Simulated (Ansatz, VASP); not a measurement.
AlN in VASP and in Ansatz

```
Al N
1.0
     0.00000    2.20162    2.20162
     2.20162    0.00000    2.20162
     2.20162    2.20162    0.00000
Al N
1 1
Cartesian
  0.0000 0.0000 0.0000
  3.3024 3.3024 3.3024
```

Alike in both runs: task relaxation of cell and atoms; functional PBE; k mesh 12 × 12 × 12; no spin polarisation.

|  | VASP | Ansatz |
| --- | --- | --- |
| version | VASP 6.6.1 | Ansatz 0.2.0 |
| potentials or method | VASP PAW PBE potentials, release 64 (Al, N), cutoff 600 eV | scalar-relativistic, plane waves, PAW |
| occupations | gaussian, width 0.01 eV | fixed |
| valence electrons in the cell | 8 | 8 |

|  | VASP | Ansatz | Ansatz less VASP |
| --- | --- | --- | --- |
| gap on the k mesh at the Fermi level, each at its own relaxed structure (eV) | 3.31 | 3.31 | +0.006 |
| relaxed volume (Å³/atom) | 10.65 | 10.67 | +0.022 |
| relaxed cell length with the largest relative difference (Å) | 3.111 | 3.114 | +0.0022 |
